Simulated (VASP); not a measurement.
Input of a VASP 6.6.1 run:

File INCAR:

```
PREC = Accurate ; ENCUT = 520
EDIFF = 1E-6 ; ISMEAR = 0
SIGMA = 0.1 ; LREAL = False
LASPH = True ; NELM = 100
ALGO = Normal ; ISIF = 2
LWAVE = False ; LCHARG = False
GGA = PE ; NBANDS = 24
```

Contents of KPOINTS:

```
Automatic mesh
0
Gamma
  9 9 10
```

The input POSCAR:

```
CsLi3O2
1.0
    5.4274838471      0.0000000000      0.0000000000
   -2.7137419236      4.7003388902      0.0000000000
    0.0000000000      0.0000000000      4.3141282704
Cs Li O
1 3 2
Direct
    0.0000000000      0.0000000000      0.5000000000
    0.0000000000      0.0000000000      0.0000000000
    0.3333333333      0.6666666667      0.0000000000
    0.6666666667      0.3333333333      0.0000000000
    0.3333333333      0.6666666667      0.5000000000
    0.6666666667      0.3333333333      0.5000000000
```

Potentials or basis: VASP PAW PBE potentials, release 64 (Cs_sv, Li_sv, O).

The run is started by

```console
$ cat potpaw_PBE.64/Cs_sv/POTCAR potpaw_PBE.64/Li_sv/POTCAR potpaw_PBE.64/O/POTCAR > POTCAR
$ mpirun -np 1 vasp_std > vasp.out
```

(1) Predict the band gap on the k mesh.

Results:

(1) zero (band 15 reaches 1.55 eV, above the bottom of band 16 at 1.31 eV).

Caveat: spin-orbit coupling is left out, which moves the levels of the heavy elements.
